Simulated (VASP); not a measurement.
**Os: single point with PBE**

Os:

```
Os
1.0
    -0.03890    1.94228    1.94228
     1.90338    0.00000    1.90338
     1.90338    1.90338    0.00000
Os
1
Direct
  0.00000 0.00000 0.00000
```

This cell differs from its parent crystal: strained.

```
Program             : VASP 6.6.1
Task                : single point
Functional          : PBE
Potentials or basis : VASP PAW PBE potentials, release 64 (Os)
Cutoff              : 520 eV
k mesh              : 16 × 18 × 18
Occupations         : gaussian, width 0.1 eV
Spin                : no spin polarisation
```

| Property | Result |
| --- | --- |
| Pressure | 3.7 GPa |
| Band gap on the k mesh | zero (band 4 reaches 11.44 eV, above the bottom of band 5 at 7.71 eV) |

Stress tensor (GPa, compression positive):
```
 3.25  6.71  6.71
 6.71  3.96 -6.39
 6.71 -6.39  3.96
```

Levels at points of the mesh, in eV from the Fermi level:
```tsv
k point	band 1	band 2	band 3	band 4	band 5	band 6	band 7	band 8
(0.00, 0.00, 0.00)	-10.68	-3.29	-2.77	-2.77	0.06	0.06	14.25	19.39
(0.50, 0.00, 0.00)	-7.63	-3.00	-3.00	-0.54	2.30	2.31	8.35	14.05
(0.00, 0.50, 0.00)	-7.54	-3.40	-2.84	-0.11	2.21	2.65	9.00	13.71
(0.50, 0.50, 0.00)	-7.45	-6.74	2.32	2.33	3.06	3.13	11.82	12.07
(0.00, 0.00, 0.50)	-7.54	-3.40	-2.84	-0.11	2.21	2.65	9.00	13.71
(0.50, 0.00, 0.50)	-7.45	-6.74	2.32	2.33	3.06	3.13	11.82	12.07
(0.00, 0.50, 0.50)	-7.45	-6.74	2.32	2.33	3.06	3.13	11.82	12.07
(0.50, 0.50, 0.50)	-7.54	-3.40	-2.84	-0.11	2.21	2.64	9.00	13.71
```

It took 3.4 min on 1 thread of Intel(R) Xeon(R) Platinum 8375C CPU @ 2.90GHz (Ice Lake), on a shared host, peak memory 0.47 GiB.

Caveat: the cell differs from its parent crystal (strained); spin-orbit coupling is left out, which moves the levels of the heavy elements.
